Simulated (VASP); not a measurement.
# GdN (Fm-3m) in VASP: single point with PBE

Aim: the single point of GdN with PBE.

Program: VASP 6.6.1. These are calculated values, not measurements. Logs are shortened: lines on timing, memory, paths and dates and some standing lists are left out, and cuts for length are marked.

## (1) The cell of the first run

Symmetry: Fm-3m, No. 225, cubic system. The conventional cell has a = 4.986 Å, b = 4.986 Å, c = 4.986 Å, α = 90.00°, β = 90.00°, γ = 90.00°. Within 3.3 Å of Gd (site symmetry m-3m) lie 6 N at 2.49 Å. N (site symmetry m-3m) has 6 Gd at 2.49 Å within 3.3 Å.

## (2) Single point, PBE, collinear spin, antiferromagnetic start

File INCAR:

```
SYSTEM = GdN
  ALGO = Normal
  EDIFF = 1E-6
  ENCUT = 520
  GGA = PE
  ISIF = 2
  ISMEAR = 0
  ISPIN = 2
  LASPH = .TRUE.
  LCHARG = .TRUE.
  LELF = .TRUE.
  LMAXMIX = 6
  LORBIT = 11
  LREAL = .FALSE.
  LVHAR = .TRUE.
  LWAVE = .FALSE.
  MAGMOM = 7 -7 0 0
  NBANDS = 35
  NELM = 150
  PREC = Accurate
  SIGMA = 0.05
```

File KPOINTS:

```
k-points
0
G
  12 12 6
  0 0 0
```

File POSCAR:

```
GdN
1.0
    0.0000000000      2.4927984072      2.4927984072
    4.9855968144      2.4927984072      2.4927984072
    4.9855968144      4.9855968144      0.0000000000
Gd N
2 2
Direct
    0.5000000000      0.5000000000      0.0000000000
    0.5000000000      0.5000000000      0.5000000000
    0.0000000000      0.0000000000      0.0000000000
    0.0000000000      0.0000000000      0.5000000000
```

Potentials or basis: VASP PAW PBE potentials, release 64 (Gd, N).

The run is started by

```bash
cat potpaw_PBE.64/Gd/POTCAR potpaw_PBE.64/N/POTCAR > POTCAR
mpirun -np 1 vasp_std > vasp.out
```

OUTCAR:

```text
SYSTEM = GdN
   EDIFF = 1E-6
   ENCUT = 520
   GGA = PE
   ISIF = 2
   ISMEAR = 0
   ISPIN = 2
   LASPH = .TRUE.
   LORBIT = 11
   LREAL = .FALSE.
   NELM = 150
   PREC = Accurate

 ion  position               nearest neighbor table
   1  0.500  0.500  0.000-   4 2.49   3 2.49   4 2.49   3 2.49   4 2.49   4 2.49   2 3.53   2 3.53
                             2 3.53   2 3.53   2 3.53   2 3.53   2 3.53   2 3.53
   2  0.500  0.500  0.500-   3 2.49   3 2.49   4 2.49   4 2.49   3 2.49   3 2.49   1 3.53   1 3.53
                             1 3.53   1 3.53   1 3.53   1 3.53   1 3.53   1 3.53
   3  0.000  0.000  0.000-   2 2.49   1 2.49   2 2.49   1 2.49   2 2.49   2 2.49
   4  0.000  0.000  0.500-   1 2.49   1 2.49   2 2.49   2 2.49   1 2.49   1 2.49

  LATTYP: Found a simple tetragonal cell.
 ALAT       =     3.5253493157
 C/A-ratio  =     1.4142135624

  Lattice vectors:

 A1 = (   0.0000000000,  -2.4927984072,   2.4927984072)
 A2 = (   0.0000000000,  -2.4927984072,  -2.4927984072)
 A3 = (   4.9855968144,   0.0000000000,   0.0000000000)

Analysis of symmetry for initial positions (statically):
=====================================================================
 Subroutine PRICEL returns following result:

  LATTYP: Found a face centered cubic cell.
 ALAT       =     4.9855968144
[... 12 lines left out ...]
 Subroutine GETGRP returns: Found 16 space group operations
 (whereof 16 operations were pure point group operations)
 out of a pool of 16 trial point group operations.

The static configuration has the point symmetry D_4h.

Analysis of symmetry for dynamics (positions and initial velocities):
=====================================================================
 Subroutine PRICEL returns following result:

  LATTYP: Found a face centered cubic cell.
 ALAT       =     4.9855968144
[... 12 lines left out ...]
 Subroutine GETGRP returns: Found 16 space group operations
 (whereof 16 operations were pure point group operations)
 out of a pool of 16 trial point group operations.

The dynamic configuration has the point symmetry D_4h.

Analysis of structural, dynamic, and magnetic symmetry:
=====================================================================
 Subroutine PRICEL returns following result:

  LATTYP: Found a face centered cubic cell.
 ALAT       =     4.9855968144
[... 12 lines left out ...]
 Subroutine GETGRP returns: Found 16 space group operations
 (whereof 16 operations were pure point group operations)
 out of a pool of 16 trial point group operations.

The overall configuration has the point symmetry D_4h.

 Subroutine INISYM returns: Found 16 space group operations
 (whereof 16 operations are pure point group operations),
 and found     2 'primitive' translations

----------------------------------------------------------------------------------------

                                     Primitive cell

  volume of cell :      30.9807

  direct lattice vectors                    reciprocal lattice vectors
    -2.492798407  2.492798407 -0.000000000    -0.200577792  0.200577792 -0.200577792
    -2.492798407  0.000000000  2.492798407    -0.200577792 -0.200577792  0.200577792
     0.000000000  2.492798407  2.492798407     0.200577792  0.200577792  0.200577792

  length of vectors
     3.525349316  3.525349316  3.525349316     0.347410926  0.347410926  0.347410926

  position of ions in fractional coordinates (direct lattice)
     0.500000000  0.500000000  0.500000000
     0.000000000  0.000000000  0.000000000

  ion indices of the primitive-cell ions
   primitive index   ion index
                 1           1
                 2           3

----------------------------------------------------------------------------------------

 KPOINTS: k-points

Automatic generation of k-mesh.
 Grid dimensions read from file:
 generate k-points for:   12   12    6

 Generating k-lattice:

  Cartesian coordinates                     Fractional coordinates (reciprocal lattice)
    -0.016714816  0.016714816  0.016714816     0.083333333  0.000000000  0.000000000
     0.016714816 -0.016714816  0.016714816     0.000000000  0.083333333  0.000000000
     0.000000000  0.033429632 -0.033429632     0.000000000  0.000000000  0.166666667

  Length of vectors
     0.028950911  0.028950911  0.047276639

  Shift w.r.t. Gamma in fractional coordinates (k-lattice)
     0.000000000  0.000000000  0.000000000

 Subroutine IBZKPT returns following result:
 ===========================================

 Found    100 irreducible k-points:

 Following reciprocal coordinates:
            Coordinates               Weight
  0.000000  0.000000  0.000000      1.000000
  0.083333  0.000000  0.000000      8.000000
  0.166667  0.000000  0.000000      8.000000
  0.250000  0.000000  0.000000      8.000000
  0.333333  0.000000  0.000000      8.000000
  0.416667  0.000000  0.000000      8.000000
[... 16 lines left out ...]
  0.500000  0.166667  0.000000      8.000000
 -0.416667  0.166667  0.000000     16.000000
 [... further k-points ...]
   k-points           NKPTS =    100   k-points in BZ     NKDIM =    100   number of bands    NBANDS=     35
   number of dos      NEDOS =    301   number of ions     NIONS =      4
   total plane-waves  NPLWV =  72576
   dimension x,y,z NGX =    28 NGY =   48 NGZ =   54
   dimension x,y,z NGXF=    56 NGYF=   96 NGZF=  108
   ions per type =               2   2
   NGX,Y,Z   is equivalent  to a cutoff of  13.20, 13.07, 12.73 a.u.
   NGXF,Y,Z  is equivalent  to a cutoff of  26.41, 26.14, 25.46 a.u.
 SYSTEM =  GdN
   PREC   = accura    normal or accurate (medium, high low for compatibility)
   ISTART =      0    job   : 0-new  1-cont  2-samecut
   ICHARG =      2    charge: 1-file 2-atom 10-const
   ISPIN  =      2    spin polarized calculation?
   LNONCOLLINEAR =      F non collinear calculations
   LSORBIT =      F    spin-orbit coupling
   LASPH  =      T    aspherical Exc in radial PAW
   ENCUT  =  520.0 eV  38.22 Ry    6.18 a.u.   6.55 11.35 13.11*2*pi/ulx,y,z
   NELM   =    150;   NELMIN=  2; NELMDL= -5     # of ELM steps
   EDIFF  = 0.1E-05   stopping-criterion for ELM
   LREAL  =      F    real-space projection
   EDIFFG = 0.1E-04   stopping-criterion for IOM
   NSW    =      0    number of steps for IOM
   IBRION =     -1    ionic relax: 0-MD 1-quasi-New 2-CG
   NFREE  =      0    steps in history (QN), initial steepest desc. (CG)
   ISIF   =      2    stress and relaxation
   ISYM   =      2    0-nonsym 1-usesym 2-fastsym
   POTIM  = 0.5000    time-step for ionic-motion
   TEBEG  =    0.0;   TEEND  =   0.0 temperature during run
   PSTRESS=    0.0 pullay stress
   NELECT =      46.0000    total number of electrons
   NUPDOWN=      -1.0000    fix difference up-down
   EMIN   =  10.00;   EMAX   =-10.00  energy-range for DOS
   EFERMI =   0.00;   METHOD = LEGACY
   ISMEAR =     0;   SIGMA  =   0.05  broadening in eV -4-tet -1-fermi 0-gaus
   EFERMI_NEDOS =   21; number of points for ismear=-14 and -15
   IALGO  =     38    algorithm
   IMIX   =      4    mixing-type and parameters
     AMIX     =   0.40;   BMIX     =  1.00
     AMIX_MAG =   1.60;   BMIX_MAG =  1.00
  volume/ion in A,a.u.               =      15.49       104.53
  Fermi-wavevector in a.u.,A,eV,Ry     =   1.482360  2.801254 29.897313  2.197390
  Thomas-Fermi vector in A             =   2.596156
   LORBIT       =     11    0 simple, 1 ext, 2 COOP (PROOUT), +10 PAW based schemes
   GGA     = PE    functional components
   LHFCALC =     F    Hartree Fock is set to
   AEXX    =    0.0000 exact exchange contribution
   IVDW    =     0    specifies the selected vdW correction
   LEPSILON=     F    determine dielectric tensor
   LRPA    =     F    only Hartree local field effects (RPA)
 spin polarized calculation
 Gauss-broadening in eV      SIGMA  =   0.05
  energy-cutoff  :      520.00
  volume of cell :       61.96
 maximum number of plane-waves:      1696
 NGX is ok and might be reduce to    28
   NGX = 13   NGY = 23   NGZ = 27

 number of electron      46.0000001 magnetization      -0.0000000

 number of electron      46.0000001 magnetization       0.0000000

 Free energy of the ion-electron system (eV)
  ---------------------------------------------------
  ext. energy  EPLUGINS =         0.00000000
  ---------------------------------------------------
  free energy    TOTEN  =       -46.42216933 eV

  energy without entropy =      -46.42195847  energy(sigma->0) =      -46.42206390

 E-fermi :   3.7886     XC(G=0): -11.5803

 val. band max:        3.7828047459   @ k =   0.5000   0.5000   0.0000
 cond. band min:       3.8096705599   @ k =   0.0000   0.0000   0.0000
 fundamental gap:      0.0268658140
 Fermi energy:         3.7886463485

 spin component 1

 k-point     1 :       0.0000    0.0000    0.0000
  band No.  band energies     occupation
      1     -39.7623      1.00000
      2     -36.6657      1.00000
      3     -17.3639      1.00000
      4     -17.0086      1.00000
      5     -17.0086      1.00000
      6     -15.0510      1.00000
[... 901 lines left out ...]
     34       9.7588      0.00000
     35      10.0588      0.00000

 [... further k-points ...]

 spin component 2

 k-point     1 :       0.0000    0.0000    0.0000
  band No.  band energies     occupation
      1     -39.7623      1.00000
      2     -36.6657      1.00000
      3     -17.3639      1.00000
      4     -17.0086      1.00000
      5     -17.0086      1.00000
      6     -15.0510      1.00000
[... 901 lines left out ...]
     34       9.7588      0.00000
     35      10.0588      0.00000

 [... further k-points ...]

------------------------ aborting loop because EDIFF is reached ----------------------------------------

  FORCE on cell =-STRESS in cart. coord.  units (eV):
  Direction    XX          YY          ZZ          XY          YZ          ZX
  --------------------------------------------------------------------------------------
  -------------------------------------------------------------------------------------
  Total        0.0864625     -0.0154923     -0.0154923      0.0000000     -0.0000000     -0.0000000
  in kB        2.2357180     -0.4005936     -0.4005936      0.0000000     -0.0000000     -0.0000000
  external PRESSURE =       0.4781769 kB  Pullay stress =       0.0000000 kB

 VOLUME and BASIS-vectors are now :
 -----------------------------------------------------------------------------
  energy-cutoff  :      520.00
  volume of cell :       61.96
      direct lattice vectors                 reciprocal lattice vectors
     0.000000000  2.492798407  2.492798407    -0.200577792  0.200577792  0.200577792
     4.985596814  2.492798407  2.492798407     0.200577792 -0.200577792  0.200577792
     4.985596814  4.985596814  0.000000000     0.000000000  0.200577792 -0.200577792

 POSITION                                       TOTAL-FORCE (eV/Angst)
 -----------------------------------------------------------------------------------
      2.49280      2.49280      2.49280        -0.000000      0.000000      0.000000
      4.98560      4.98560      2.49280         0.000000     -0.000000     -0.000000
      0.00000      0.00000      0.00000         0.000000      0.000000      0.000000
      2.49280      2.49280      0.00000         0.000000      0.000000      0.000000
 -----------------------------------------------------------------------------------
    total drift:                                0.000000      0.000000      0.000000

  FREE ENERGIE OF THE ION-ELECTRON SYSTEM (eV)
  ---------------------------------------------------
  free  energy   TOTEN  =       -46.4221693289 eV

  energy  without entropy=      -46.4219584655  energy(sigma->0) =      -46.42206390

 total charge

# of ion       s       p       d       f       tot
--------------------------------------------------
    1        2.034   5.664   0.527   7.005  15.230
    2        2.034   5.664   0.527   7.005  15.230
    3        1.250   2.383   0.000   0.000   3.633
    4        1.250   2.383   0.000   0.000   3.633
--------------------------------------------------
tot          6.568  16.094   1.054  14.010  37.726

 magnetization (x)

# of ion       s       p       d       f       tot
--------------------------------------------------
    1       -0.005  -0.082   0.051   6.801   6.766
    2        0.005   0.082  -0.051  -6.801  -6.766
    3        0.003   0.030   0.000   0.000   0.032
    4       -0.003  -0.030   0.000   0.000  -0.032
--------------------------------------------------
tot          0.000   0.000   0.000   0.000   0.000
```

Wall time 1.6 h (1 thread of Intel Xeon Platinum 8488C (Sapphire Rapids), shared host); peak memory 0.52 GiB.

Results:

* Free energy: -46.4222 eV
* Pressure: 0.0 GPa
* Band gap on the k mesh: zero (filled and empty bands overlap)
* Net moment: 0.00 μB per cell
* Site moments: Gd +6.77, -6.77; N +0.03, -0.03 μB
* Valence electrons inside the program's atomic spheres: Gd 15.23; N 3.63

Stress tensor (GPa, compression positive):
```
 0.22  0.00  0.00
 0.00 -0.04  0.00
 0.00  0.00 -0.04
```

Caveat: the antiferromagnetic order is the one typed at the start, and another may lie lower; spin-orbit coupling is left out, which moves the levels of the heavy elements; semilocal functionals describe open f shells poorly, which spoils levels, moments and volumes. The state reached can hang on the start; a lower one may exist.

The gap in the log of VASP goes by the Fermi energy; the results here count the filled bands.